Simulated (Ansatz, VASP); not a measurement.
## One calculation of Hf3ZrSe8, two programs

```
CELL_PARAMETERS angstrom
0.00000 0.00000 7.00001
7.55867 0.00000 0.00000
-3.77934 6.54600 0.00000
ATOMIC_POSITIONS crystal
Zr 0.00000 0.00000 0.00000
Hf 0.00000 0.50000 0.50000
Hf 0.00000 0.50000 0.00000
Hf 0.00000 0.00000 0.50000
Se 0.22549 0.66453 0.83227
Se 0.22491 0.66667 0.33333
Se 0.22549 0.16773 0.83227
Se 0.22549 0.16773 0.33547
Se 0.77451 0.83227 0.66453
Se 0.77451 0.83227 0.16773
Se 0.77509 0.33333 0.66667
Se 0.77451 0.33547 0.16773
```

Alike in both runs: task single point; functional PBE; k mesh 2 × 3 × 3; occupations gaussian, width 0.1 eV; no spin polarisation.

|  | VASP | Ansatz |
| --- | --- | --- |
| version | VASP 6.6.1 | Ansatz 0.2.0 |
| potentials or method | VASP PAW PBE potentials, release 64 (Zr_sv, Hf_pv, Se), cutoff 520 eV | scalar-relativistic, plane waves, PAW |
| valence electrons in the cell | 90 | 218 |

|  | VASP | Ansatz | Ansatz less VASP |
| --- | --- | --- | --- |
| gap on the k mesh at the Fermi level (eV) | 0.48 | 0.48 | -0.006 |
| least direct gap on the mesh (eV) | 0.52 | 0.51 | -0.006 |
| pressure (GPa) | 0.0 | 0.1 | +0.19 |
| traceless stress, the component that is largest in VASP (GPa) | -0.16 | -0.17 | -0.012 |
| rms of the force components (eV/Å) | 0.025 | 0.008 | -0.0170 |

Atom by atom the forces differ by 0.019 eV/Å (rms over components). The functional is the same, so the differences come from potentials, cutoffs and numerics. VASP's potentials hold 90 valence electrons a cell and Ansatz's 218, so a difference there can come from the potentials and not from the codes.

The k mesh is coarse, so the values compare programs but aren't converged. Spin-orbit coupling is off throughout.
